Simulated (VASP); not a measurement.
# Ag (Cmcm) in VASP: single point with PBEsol

Aim: the single point of Ag with PBEsol.

Program: VASP 6.6.1. These are calculated values, not measurements. Logs are shortened: lines on timing, memory, paths and dates and some standing lists are left out, and cuts for length are marked.

### Step 1. The cell of the first run

Symmetry: Cmcm, No. 63, orthorhombic system. Conventional cell: a = 3.311 Å, b = 4.683 Å, c = 4.683 Å, α = 90.00°, β = 90.00°, γ = 90.00°. Within 3.8 Å of Ag (site symmetry m2m) lie 14 Ag at 2.87 to 3.38 Å.

### Step 2. Single point, PBEsol

Input file INCAR:

```
PREC = Accurate
ENCUT = 520
EDIFF = 1E-6
ISMEAR = 0
SIGMA = 0.15
LREAL = False
LASPH = True
NELM = 60
ALGO = Fast
ISIF = 2
LWAVE = False
LCHARG = True
GGA = PS
LELF = True
LVHAR = True
NBANDS = 18
```

Input file KPOINTS:

```
Automatic mesh
0
Gamma
  18 18 10
```

Input file POSCAR:

```
Ag
1.0
   -1.6556540000      1.6556540000      1.6556540000
    1.6556540000     -1.6556540000      1.6556540000
    3.3113080000      3.3113080000      0.0000000000
Ag
2
Direct
   -0.0106771521      0.0106771521      0.0000000000
    0.5106771521      0.4893228479      0.5000000000
```

Potentials or basis: VASP PAW PBE potentials, release 64 (Ag).

Run with:

```bash
$ cat potpaw_PBE.64/Ag/POTCAR > POTCAR
$ mpirun -np 1 vasp_std > vasp.out
```

OUTCAR:

```text
PREC = Accurate
   ENCUT = 520
   EDIFF = 1E-6
   ISMEAR = 0
   LREAL = False
   LASPH = True
   NELM = 60
   ISIF = 2
   GGA = PS

 ion  position               nearest neighbor table
   1  0.989  0.011  0.000-   2 2.87   2 2.87   2 2.87   2 2.87   2 3.24   2 3.24   2 3.38   2 3.38

   2  0.511  0.489  0.500-   1 2.87   1 2.87   1 2.87   1 2.87   1 3.24   1 3.24   1 3.38   1 3.38

  LATTYP: Found a base centered orthorhombic cell.
 ALAT       =     3.3113080000
 B/A-ratio  =     1.4142135624
 C/A-ratio  =     1.4142135624

  Lattice vectors:

 A1 = (  -1.6556540000,   1.6556540000,   1.6556540000)
 A2 = (   1.6556540000,  -1.6556540000,   1.6556540000)
 A3 = (   3.3113080000,   3.3113080000,   0.0000000000)

Analysis of symmetry for initial positions (statically):
=====================================================================
 Subroutine PRICEL returns:
 Original cell was already a primitive cell.

 Routine SETGRP: Setting up the symmetry group for a
 base centered orthorhombic supercell.

 Subroutine GETGRP returns: Found  8 space group operations
 (whereof  4 operations were pure point group operations)
 out of a pool of  8 trial point group operations.

The static configuration has the point symmetry C_2v.
 The point group associated with its full space group is D_2h.

Analysis of symmetry for dynamics (positions and initial velocities):
=====================================================================
 Subroutine PRICEL returns:
 Original cell was already a primitive cell.

 Routine SETGRP: Setting up the symmetry group for a
 base centered orthorhombic supercell.

 Subroutine GETGRP returns: Found  8 space group operations
 (whereof  4 operations were pure point group operations)
 out of a pool of  8 trial point group operations.

The dynamic configuration has the point symmetry C_2v.
 The point group associated with its full space group is D_2h.

 Subroutine INISYM returns: Found  8 space group operations
 (whereof  4 operations are pure point group operations),
 and found     1 'primitive' translations

----------------------------------------------------------------------------------------

                                     Primitive cell

  volume of cell :      36.3077

  direct lattice vectors                    reciprocal lattice vectors
    -1.655654000  1.655654000  1.655654000    -0.150997733  0.150997733  0.301995465
     1.655654000 -1.655654000  1.655654000     0.150997733 -0.150997733  0.301995465
     3.311308000  3.311308000  0.000000000     0.150997733  0.150997733  0.000000000

  length of vectors
     2.867676848  2.867676848  4.682896683     0.369867397  0.369867397  0.213543041

  position of ions in fractional coordinates (direct lattice)
     0.989322848  0.010677152  0.000000000
     0.510677152  0.489322848  0.500000000

  ion indices of the primitive-cell ions
   primitive index   ion index
                 1           1
                 2           2

----------------------------------------------------------------------------------------

 KPOINTS: Automatic mesh

Automatic generation of k-mesh.
 Grid dimensions read from file:
 generate k-points for:   18   18   10

 Generating k-lattice:

  Cartesian coordinates                     Fractional coordinates (reciprocal lattice)
    -0.008388763  0.008388763  0.016777526     0.055555556  0.000000000  0.000000000
     0.008388763 -0.008388763  0.016777526     0.000000000  0.055555556  0.000000000
     0.015099773  0.015099773  0.000000000     0.000000000  0.000000000  0.100000000

  Length of vectors
     0.020548189  0.020548189  0.021354304

  Shift w.r.t. Gamma in fractional coordinates (k-lattice)
     0.000000000  0.000000000  0.000000000

 Subroutine IBZKPT returns following result:
 ===========================================

 Found    546 irreducible k-points:

 Following reciprocal coordinates:
            Coordinates               Weight
  0.000000  0.000000  0.000000      1.000000
  0.055556  0.000000  0.000000      4.000000
  0.111111  0.000000  0.000000      4.000000
  0.166667  0.000000  0.000000      4.000000
  0.222222  0.000000  0.000000      4.000000
  0.277778  0.000000  0.000000      4.000000
[... 16 lines left out ...]
 -0.277778  0.055556  0.000000      4.000000
 -0.222222  0.055556  0.000000      4.000000
 [... further k-points ...]
   k-points           NKPTS =    546   k-points in BZ     NKDIM =    546   number of bands    NBANDS=     18
   number of dos      NEDOS =    301   number of ions     NIONS =      2
   total plane-waves  NPLWV =  20736
   dimension x,y,z NGX =    24 NGY =   24 NGZ =   36
   dimension x,y,z NGXF=    48 NGYF=   48 NGZF=   72
   ions per type =               2
   NGX,Y,Z   is equivalent  to a cutoff of  13.91, 13.91, 12.78 a.u.
   NGXF,Y,Z  is equivalent  to a cutoff of  27.83, 27.83, 25.56 a.u.
 SYSTEM =  unknown system
   PREC   = accura    normal or accurate (medium, high low for compatibility)
   ISTART =      0    job   : 0-new  1-cont  2-samecut
   ICHARG =      2    charge: 1-file 2-atom 10-const
   ISPIN  =      1    spin polarized calculation?
   LNONCOLLINEAR =      F non collinear calculations
   LSORBIT =      F    spin-orbit coupling
   LASPH  =      T    aspherical Exc in radial PAW
   ENCUT  =  520.0 eV  38.22 Ry    6.18 a.u.   5.33  5.33  8.71*2*pi/ulx,y,z
   NELM   =     60;   NELMIN=  2; NELMDL= -5     # of ELM steps
   EDIFF  = 0.1E-05   stopping-criterion for ELM
   LREAL  =      F    real-space projection
   EDIFFG = 0.1E-04   stopping-criterion for IOM
   NSW    =      0    number of steps for IOM
   IBRION =     -1    ionic relax: 0-MD 1-quasi-New 2-CG
   NFREE  =      0    steps in history (QN), initial steepest desc. (CG)
   ISIF   =      2    stress and relaxation
   ISYM   =      2    0-nonsym 1-usesym 2-fastsym
   POTIM  = 0.5000    time-step for ionic-motion
   TEBEG  =    0.0;   TEEND  =   0.0 temperature during run
   PSTRESS=    0.0 pullay stress
   NELECT =      22.0000    total number of electrons
   NUPDOWN=      -1.0000    fix difference up-down
   EMIN   =  10.00;   EMAX   =-10.00  energy-range for DOS
   EFERMI =   0.00;   METHOD = LEGACY
   ISMEAR =     0;   SIGMA  =   0.15  broadening in eV -4-tet -1-fermi 0-gaus
   EFERMI_NEDOS =   21; number of points for ismear=-14 and -15
   IALGO  =     68    algorithm
   IMIX   =      4    mixing-type and parameters
     AMIX     =   0.40;   BMIX     =  1.00
     AMIX_MAG =   1.60;   BMIX_MAG =  1.00
  volume/ion in A,a.u.               =      18.15       122.51
  Fermi-wavevector in a.u.,A,eV,Ry     =   1.385318  2.617871 26.111022  1.919106
  Thomas-Fermi vector in A             =   2.509739
   LORBIT       =      0    0 simple, 1 ext, 2 COOP (PROOUT), +10 PAW based schemes
   GGA     = PS    functional components
   LHFCALC =     F    Hartree Fock is set to
   AEXX    =    0.0000 exact exchange contribution
   IVDW    =     0    specifies the selected vdW correction
   LEPSILON=     F    determine dielectric tensor
   LRPA    =     F    only Hartree local field effects (RPA)
 non-spin polarized calculation
 RMM-DIIS sequential band-by-band and
 Gauss-broadening in eV      SIGMA  =   0.15
  energy-cutoff  :      520.00
  volume of cell :       36.31
 maximum number of plane-waves:       993
 NGX is ok and might be reduce to    24
   NGX = 11   NGY = 11   NGZ = 17

 number of electron      22.0000004 magnetization

 Free energy of the ion-electron system (eV)
  ---------------------------------------------------
  ext. energy  EPLUGINS =         0.00000000
  ---------------------------------------------------
  free energy    TOTEN  =        -6.47569581 eV

  energy without entropy =       -6.46819967  energy(sigma->0) =       -6.47194774

 E-fermi :   7.4123     XC(G=0): -12.0409

 val. band max:        7.4093460288   @ k =   0.3889   0.0000   0.4000
 cond. band min:       7.4147708516   @ k =   0.5000   0.4444   0.0000
 fundamental gap:      0.0054248228
 Fermi energy:         7.4123483185

 k-point     1 :       0.0000    0.0000    0.0000
  band No.  band energies     occupation
      1       0.0207      2.00000
      2       1.3787      2.00000
      3       2.0288      2.00000
      4       2.7295      2.00000
      5       2.7427      2.00000
      6       2.7429      2.00000
[... 10 lines left out ...]
     17      25.1218      0.00000
     18      25.1303      0.00000

 k-point     2 :       0.0556    0.0000    0.0000
  band No.  band energies     occupation
      1       0.0939      2.00000
      2       1.4213      2.00000
      3       2.0444      2.00000
      4       2.7235      2.00000
      5       2.7383      2.00000
      6       2.7789      2.00000
[... 10 lines left out ...]
     17      25.0758      0.00000
     18      25.1663      0.00000

 k-point     3 :       0.1111    0.0000    0.0000
  band No.  band energies     occupation
      1       0.3083      2.00000
      2       1.5395      2.00000
      3       2.0907      2.00000
      4       2.6896      2.00000
      5       2.7236      2.00000
      6       2.9053      2.00000
[... 10 lines left out ...]
     17      24.7813      0.00000
     18      25.3188      0.00000

 k-point     4 :       0.1667    0.0000    0.0000
  band No.  band energies     occupation
      1       0.6464      2.00000
      2       1.7004      2.00000
      3       2.1720      2.00000
      4       2.6387      2.00000
      5       2.6942      2.00000
      6       3.1201      2.00000
[... 375 lines left out ...]
      4       2.4893      2.00000
      5       2.5766      2.00000
      6       2.7063      2.00000
[... 10 lines left out ...]
     17      21.7188      0.00000
     18      23.0548      0.00000

 k-point    23 :      -0.2778    0.0556    0.0000
  band No.  band energies     occupation
      1       1.4222      2.00000
      2       1.9862      2.00000
      3       2.4344      2.00000
      4       2.4983      2.00000
      5       2.5158      2.00000
      6       2.9138      2.00000
[... 10 lines left out ...]
     17      22.5057      0.00000
     18      23.1097      0.00000

 k-point    24 :      -0.2222    0.0556    0.0000
  band No.  band energies     occupation
      1       0.9771      2.00000
      2       1.8457      2.00000
      3       2.3374      2.00000
      4       2.5707      2.00000
      5       2.5911      2.00000
      6       3.1688      2.00000
[... 10 lines left out ...]
     17      22.8255      0.00000
     18      24.3269      0.00000

 [... further k-points ...]
[... 5 lines left out ...]
  --------------------------------------------------------------------------------------
  -------------------------------------------------------------------------------------
  Total       -1.6873956     -1.6873956     -1.6927564     -0.0489393      0.0000000      0.0000000
  in kB      -74.4609803    -74.4609803    -74.6975401     -2.1595796      0.0000000      0.0000000
  external PRESSURE =     -74.5398336 kB  Pullay stress =       0.0000000 kB

 VOLUME and BASIS-vectors are now :
 -----------------------------------------------------------------------------
  energy-cutoff  :      520.00
  volume of cell :       36.31
      direct lattice vectors                 reciprocal lattice vectors
    -1.655654000  1.655654000  1.655654000    -0.150997733  0.150997733  0.301995465
     1.655654000 -1.655654000  1.655654000     0.150997733 -0.150997733  0.301995465
     3.311308000  3.311308000  0.000000000     0.150997733  0.150997733  0.000000000

 POSITION                                       TOTAL-FORCE (eV/Angst)
 -----------------------------------------------------------------------------------
     -1.62030      1.62030      1.65565         0.009792     -0.009792      0.000000
      1.62030      1.69101      1.65565        -0.009792      0.009792      0.000000
 -----------------------------------------------------------------------------------
    total drift:                                0.000000      0.000000     -0.000000

  FREE ENERGIE OF THE ION-ELECTRON SYSTEM (eV)
  ---------------------------------------------------
  free  energy   TOTEN  =        -6.4756958070 eV

  energy  without entropy=       -6.4681996679  energy(sigma->0) =       -6.47194774
```

Run time: 3.8 min. Hardware: 1 thread of Intel Xeon 6975P-C (Granite Rapids), shared host; peak memory 0.38 GiB.

Results:

```
Free energy            : -6.4757 eV
Pressure               : -7.5 GPa
Largest force          : 0.014 eV/Å
Band gap on the k mesh : zero (bands 11 and 12 overlap by 7.77 eV)
```

Forces in eV/Å, atoms in the order of the input:
```
Ag   0.010 -0.010  0.000
Ag  -0.010  0.010  0.000
```

Levels at points of the mesh, in eV from the Fermi level:
| k point | band 9 | band 10 | band 11 | band 12 | band 13 | band 14 |
| --- | --- | --- | --- | --- | --- | --- |
| (0.00, 0.00, 0.00) | -3.47 | -3.34 | -2.57 | 0.01 | 3.77 | 13.07 |
| (0.50, 0.00, 0.00) | -3.25 | -3.21 | 0.13 | 0.26 | 7.27 | 7.55 |
| (0.50, 0.50, 0.00) | -2.77 | -2.56 | 0.03 | 3.74 | 6.65 | 6.68 |
| (0.00, 0.00, 0.50) | -3.68 | -3.68 | -3.39 | -3.39 | 11.50 | 11.50 |
| (0.50, 0.00, 0.50) | -2.56 | -2.56 | 0.01 | 0.01 | 3.76 | 3.76 |
| (0.50, 0.50, 0.50) | -2.66 | -2.66 | 3.16 | 3.16 | 4.46 | 4.46 |

Caveat: the cell stands under tension; the PAW data sets were made with another functional, which shifts forces and pressure a little.
